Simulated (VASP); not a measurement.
# Ti2SiO4 (Fd-3m) in VASP: notebook

Runs on Ti2SiO4. Level: PBE. Tasks: single point.

All numbers are computed with VASP 6.6.1; they aren't measurements. Logs are shortened: lines on timing, memory, paths and dates and some standing lists are left out, and cuts for length are marked.

### 1 The cell of the first run

The structure is cubic, space group Fd-3m (No. 227). The conventional cell has a = 8.367 Å, b = 8.367 Å, c = 8.367 Å, α = 90.00°, β = 90.00°, γ = 90.00°. Within 2.8 Å of Ti (site symmetry -3m) lie 6 O at 2.15 Å. Si (site symmetry -43m) has 4 O at 1.72 Å within 2.3 Å. O (site symmetry 3m) has 1 Si at 1.72 Å and 3 Ti at 2.15 Å within 2.3 Å.

### 2 Single point, PBE, collinear spin, ferromagnetic start

INCAR reads:

```
PREC     = Accurate       # precision mode
ENCUT    = 520            # plane-wave cutoff, eV
EDIFF    = 1E-6           # SCF threshold, eV
ISMEAR   = 1              # smearing method
SIGMA    = 0.0119         # smearing width, eV
LREAL    = F              # projectors in reciprocal space
LASPH    = T              # aspherical terms in the spheres
NELM     = 150            # most SCF steps
ALGO     = Normal         # electronic algorithm
ISIF     = 2              # what is computed and relaxed
LWAVE    = F              # write WAVECAR
LCHARG   = T              # write CHGCAR
ISPIN    = 2              # spin polarisation
MAGMOM   = 1 1 1 1 0 0 0 0 0 0 0 0 0 0 # initial moments
LORBIT   = 11             # projections on sites
LMAXMIX  = 4              # l up to which the mixer works
GGA      = PE             # functional
LELF     = T              # ELF
LVHAR    = T            
NELECT   = 103.0        
NBANDS   = 69             # bands
```

KPOINTS reads:

```
regular mesh
0
Gamma
  5 5 5
```

POSCAR reads:

```
Ti2SiO4
1.0
    0.0000000000      4.1835449300      4.1835449300
    4.1835449300      0.0000000000      4.1835449300
    4.1835449300      4.1835449300      0.0000000000
Ti Si O
4 2 8
Direct
    0.5000000000      0.5000000000      0.5000000000
    0.0000000000      0.5000000000      0.5000000000
    0.5000000000      0.5000000000      0.0000000000
    0.5000000000      0.0000000000      0.5000000000
    0.1250000000      0.1250000000      0.1250000000
    0.8750000000      0.8750000000      0.8750000000
    0.2435000000      0.2435000000      0.2435000000
    0.2305000000      0.7565000000      0.7565000000
    0.2435000000      0.2435000000      0.7695000000
    0.7565000000      0.2305000000      0.7565000000
    0.7695000000      0.2435000000      0.2435000000
    0.7565000000      0.7565000000      0.7565000000
    0.2435000000      0.7695000000      0.2435000000
    0.7565000000      0.7565000000      0.2305000000
```

Potentials or basis: VASP PAW PBE potentials, release 64 (Ti_sv, Si, O).

Command:

```console
> cat potpaw_PBE.64/Ti_sv/POTCAR potpaw_PBE.64/Si/POTCAR potpaw_PBE.64/O/POTCAR > POTCAR
> mpirun -np 1 vasp_std > vasp.out
```

OUTCAR:

```text
PREC = Accurate
   ENCUT = 520
   EDIFF = 1E-6
   ISMEAR = 1
   LREAL = F
   LASPH = T
   NELM = 150
   ISIF = 2
   ISPIN = 2
   LORBIT = 11
   GGA = PE
   NELECT = 103.0

 ion  position               nearest neighbor table
   1  0.500  0.500  0.500-   8 2.15  10 2.15  11 2.15  13 2.15   9 2.15  14 2.15
   2  0.000  0.500  0.500-   9 2.15  10 2.15  13 2.15  14 2.15   7 2.15  12 2.15
   3  0.500  0.500  0.000-   8 2.15  10 2.15  11 2.15  13 2.15  12 2.15   7 2.15
   4  0.500  0.000  0.500-   8 2.15   9 2.15  11 2.15  14 2.15  12 2.15   7 2.15
   5  0.125  0.125  0.125-   7 1.72   9 1.72  11 1.72  13 1.72
   6  0.875  0.875  0.875-  12 1.72  10 1.72   8 1.72  14 1.72
   7  0.243  0.243  0.243-   5 1.72   3 2.15   4 2.15   2 2.15
   8  0.230  0.757  0.757-   6 1.72   4 2.15   3 2.15   1 2.15
   9  0.243  0.243  0.770-   5 1.72   4 2.15   2 2.15   1 2.15
  10  0.757  0.230  0.757-   6 1.72   3 2.15   2 2.15   1 2.15
  11  0.770  0.243  0.243-   5 1.72   4 2.15   3 2.15   1 2.15
  12  0.757  0.757  0.757-   6 1.72   3 2.15   4 2.15   2 2.15
  13  0.243  0.770  0.243-   5 1.72   3 2.15   2 2.15   1 2.15
  14  0.757  0.757  0.230-   6 1.72   4 2.15   2 2.15   1 2.15

  LATTYP: Found a face centered cubic cell.
 ALAT       =     8.3670898600

  Lattice vectors:

 A1 = (   0.0000000000,   4.1835449300,   4.1835449300)
 A2 = (   4.1835449300,   0.0000000000,   4.1835449300)
 A3 = (   4.1835449300,   4.1835449300,   0.0000000000)

Analysis of symmetry for initial positions (statically):
=====================================================================
 Subroutine PRICEL returns:
 Original cell was already a primitive cell.

 Routine SETGRP: Setting up the symmetry group for a
 face centered cubic supercell.

 Subroutine GETGRP returns: Found 48 space group operations
 (whereof 12 operations were pure point group operations)
 out of a pool of 48 trial point group operations.

The static configuration has the point symmetry D_3d.
 The point group associated with its full space group is O_h .

Analysis of symmetry for dynamics (positions and initial velocities):
=====================================================================
 Subroutine PRICEL returns:
 Original cell was already a primitive cell.

 Routine SETGRP: Setting up the symmetry group for a
 face centered cubic supercell.

 Subroutine GETGRP returns: Found 48 space group operations
 (whereof 12 operations were pure point group operations)
 out of a pool of 48 trial point group operations.

The dynamic configuration has the point symmetry D_3d.
 The point group associated with its full space group is O_h .

Analysis of structural, dynamic, and magnetic symmetry:
=====================================================================
 Subroutine PRICEL returns:
 Original cell was already a primitive cell.

 Routine SETGRP: Setting up the symmetry group for a
 face centered cubic supercell.

 Subroutine GETGRP returns: Found 48 space group operations
 (whereof 12 operations were pure point group operations)
 out of a pool of 48 trial point group operations.

The overall configuration has the point symmetry D_3d.
 The point group associated with its full space group is O_h .

 Subroutine INISYM returns: Found 48 space group operations
 (whereof 12 operations are pure point group operations),
 and found     1 'primitive' translations

----------------------------------------------------------------------------------------

                                     Primitive cell

  volume of cell :     146.4412

  direct lattice vectors                    reciprocal lattice vectors
     0.000000000  4.183544930  4.183544930    -0.119515867  0.119515867  0.119515867
     4.183544930  0.000000000  4.183544930     0.119515867 -0.119515867  0.119515867
     4.183544930  4.183544930  0.000000000     0.119515867  0.119515867 -0.119515867

  length of vectors
     5.916425979  5.916425979  5.916425979     0.207007554  0.207007554  0.207007554

  position of ions in fractional coordinates (direct lattice)
     0.500000000  0.500000000  0.500000000
     0.000000000  0.500000000  0.500000000
     0.500000000  0.500000000  0.000000000
     0.500000000  0.000000000  0.500000000
     0.125000000  0.125000000  0.125000000
     0.875000000  0.875000000  0.875000000
     0.243500000  0.243500000  0.243500000
     0.230500000  0.756500000  0.756500000
     0.243500000  0.243500000  0.769500000
     0.756500000  0.230500000  0.756500000
     0.769500000  0.243500000  0.243500000
     0.756500000  0.756500000  0.756500000
[... 87 lines left out ...]
   NELECT =     103.0000    total number of electrons
   NUPDOWN=      -1.0000    fix difference up-down
   EMIN   =  10.00;   EMAX   =-10.00  energy-range for DOS
   EFERMI =   0.00;   METHOD = LEGACY
   ISMEAR =     1;   SIGMA  =   0.01  broadening in eV -4-tet -1-fermi 0-gaus
   EFERMI_NEDOS =   21; number of points for ismear=-14 and -15
   IALGO  =     38    algorithm
   IMIX   =      4    mixing-type and parameters
     AMIX     =   0.40;   BMIX     =  1.00
     AMIX_MAG =   1.60;   BMIX_MAG =  1.00
  volume/ion in A,a.u.               =      10.46        70.59
  Fermi-wavevector in a.u.,A,eV,Ry     =   1.455904  2.751260 28.839685  2.119657
  Thomas-Fermi vector in A             =   2.572885
   LORBIT       =     11    0 simple, 1 ext, 2 COOP (PROOUT), +10 PAW based schemes
   GGA     = PE    functional components
   LHFCALC =     F    Hartree Fock is set to
   AEXX    =    0.0000 exact exchange contribution
   IVDW    =     0    specifies the selected vdW correction
   LEPSILON=     F    determine dielectric tensor
   LRPA    =     F    only Hartree local field effects (RPA)
 spin polarized calculation
 Methfessel and Paxton  Order N= 1 SIGMA  =   0.01
  energy-cutoff  :      520.00
  volume of cell :      146.44
 maximum number of plane-waves:      3956
 NGX is ok and might be reduce to    48
   NGX = 21   NGY = 21   NGZ = 21

 number of electron     102.9999974 magnetization       2.4371218

 Free energy of the ion-electron system (eV)
  ---------------------------------------------------
  ext. energy  EPLUGINS =         0.00000000
  ---------------------------------------------------
  free energy    TOTEN  =      -125.75654684 eV

  energy without entropy =     -125.75650288  energy(sigma->0) =     -125.75653219

 E-fermi :   9.3335     XC(G=0): -11.5197

 val. band max:        9.3263885137   @ k =  -0.4000   0.2000   0.0000
 cond. band min:       9.3348465911   @ k =   0.4000   0.4000   0.0000
 fundamental gap:      0.0084580774
 Fermi energy:         9.3335006916

 spin component 1

 k-point     1 :       0.0000    0.0000    0.0000
  band No.  band energies     occupation
      1     -48.8328      1.00000
      2     -48.7596      1.00000
      3     -48.7596      1.00000
      4     -48.7596      1.00000
      5     -25.4441      1.00000
      6     -25.2884      1.00000
[... 649 lines left out ...]
     62      10.9370      0.00000
     63      11.2623      0.00000
 Fermi energy:         9.3335006916

 spin component 2

 k-point     1 :       0.0000    0.0000    0.0000
  band No.  band energies     occupation
      1     -48.3555      1.00000
      2     -48.2822      1.00000
      3     -48.2822      1.00000
      4     -48.2822      1.00000
      5     -25.0101      1.00000
      6     -24.8070      1.00000
[... 649 lines left out ...]
     62      11.3722      0.00000
     63      11.4984      0.00000
 [bands above 63 left out]

------------------------ aborting loop because EDIFF is reached ----------------------------------------

  FORCE on cell =-STRESS in cart. coord.  units (eV):
  Direction    XX          YY          ZZ          XY          YZ          ZX
  --------------------------------------------------------------------------------------
  -------------------------------------------------------------------------------------
  Total      -19.3518130    -19.3518130    -19.3518130     -0.0000000      0.0000000     -0.0000000
  in kB     -211.7234361   -211.7234361   -211.7234361     -0.0000000      0.0000000     -0.0000000
  external PRESSURE =    -211.7234361 kB  Pullay stress =       0.0000000 kB

 VOLUME and BASIS-vectors are now :
 -----------------------------------------------------------------------------
  energy-cutoff  :      520.00
  volume of cell :      146.44
      direct lattice vectors                 reciprocal lattice vectors
     0.000000000  4.183544930  4.183544930    -0.119515867  0.119515867  0.119515867
     4.183544930  0.000000000  4.183544930     0.119515867 -0.119515867  0.119515867
     4.183544930  4.183544930  0.000000000     0.119515867  0.119515867 -0.119515867

 POSITION                                       TOTAL-FORCE (eV/Angst)
 -----------------------------------------------------------------------------------
      4.18354      4.18354      4.18354        -0.000000     -0.000000      0.000000
      4.18354      2.09177      2.09177        -0.000000     -0.000000      0.000000
      2.09177      2.09177      4.18354        -0.000000     -0.000000      0.000000
      2.09177      4.18354      2.09177        -0.000000     -0.000000      0.000000
      1.04589      1.04589      1.04589        -0.000000     -0.000000     -0.000000
      7.32120      7.32120      7.32120        -0.000000     -0.000000      0.000000
      2.03739      2.03739      2.03739        -0.841666     -0.841666     -0.841666
      6.32970      4.12916      4.12916         0.841666     -0.841666     -0.841666
      4.23793      4.23793      2.03739         0.841666      0.841666     -0.841666
      4.12916      6.32970      4.12916        -0.841666      0.841666     -0.841666
      2.03739      4.23793      4.23793        -0.841666      0.841666      0.841666
      6.32970      6.32970      6.32970         0.841666      0.841666      0.841666
      4.23793      2.03739      4.23793         0.841666     -0.841666      0.841666
      4.12916      4.12916      6.32970        -0.841666     -0.841666      0.841666
 -----------------------------------------------------------------------------------
    total drift:                               -0.000000     -0.000000      0.000000

  FREE ENERGIE OF THE ION-ELECTRON SYSTEM (eV)
  ---------------------------------------------------
  free  energy   TOTEN  =      -125.7565468444 eV

  energy  without entropy=     -125.7565028846  energy(sigma->0) =     -125.75653219

 total charge

# of ion       s       p       d       tot
------------------------------------------
    1        2.135   6.124   1.918  10.178
    2        2.135   6.124   1.918  10.178
    3        2.135   6.124   1.918  10.178
    4        2.135   6.124   1.918  10.178
    5        0.642   0.848   0.000   1.489
    6        0.642   0.848   0.000   1.489
    7        1.548   3.533   0.000   5.081
    8        1.548   3.533   0.000   5.081
    9        1.548   3.533   0.000   5.081
   10        1.548   3.533   0.000   5.081
   11        1.548   3.533   0.000   5.081
   12        1.548   3.533   0.000   5.081
   13        1.548   3.533   0.000   5.081
   14        1.548   3.533   0.000   5.081
--------------------------------------------------
tot         22.211  54.456   7.673  84.340

 magnetization (x)

# of ion       s       p       d       tot
------------------------------------------
    1        0.003   0.004   0.482   0.490
    2        0.003   0.004   0.482   0.490
    3        0.003   0.004   0.482   0.490
    4        0.003   0.004   0.482   0.490
    5        0.006   0.008   0.000   0.014
    6        0.006   0.008   0.000   0.014
    7        0.000   0.004   0.000   0.004
    8        0.000   0.004   0.000   0.004
    9        0.000   0.004   0.000   0.004
   10        0.000   0.004   0.000   0.004
   11        0.000   0.004   0.000   0.004
   12        0.000   0.004   0.000   0.004
   13        0.000   0.004   0.000   0.004
   14        0.000   0.004   0.000   0.004
--------------------------------------------------
tot          0.029   0.065   1.927   2.021
```

It took 9.3 min on 1 thread of AMD EPYC 7R13 (Zen 3), shared host; peak memory 0.44 GiB.

What came out:

```
Free energy                                           : -125.7565 eV
Largest force                                         : 1.458 eV/Å
Net moment                                            : 2.44 μB per cell
Site moments                                          : Ti +0.49; Si +0.01; O +0.00 μB
Valence electrons inside the program's atomic spheres : Ti 10.18; Si 1.49; O 5.08
```

Forces on the atoms (eV/Å):
```
Ti   0.000  0.000  0.000
Ti   0.000  0.000  0.000
Ti   0.000  0.000  0.000
Ti   0.000  0.000  0.000
Si   0.000  0.000  0.000
Si   0.000  0.000  0.000
O   -0.842 -0.842 -0.842
O    0.842 -0.842 -0.842
O    0.842  0.842 -0.842
O   -0.842  0.842 -0.842
O   -0.842  0.842  0.842
O    0.842  0.842  0.842
O    0.842 -0.842  0.842
O   -0.842 -0.842  0.842
```

Caveat: the cell carries a net charge on a neutralising background, which shifts energy and pressure; the cell is charged against a uniform background, so pressure and absolute levels hang on convention; semilocal functionals often make such compounds metallic where correlation or magnetic order opens a gap, which also shifts bond lengths; forces of over 1 eV/Å act on the atoms, so gaps and moduli don't describe the material at rest.

(Continued in part 2 of 2.)
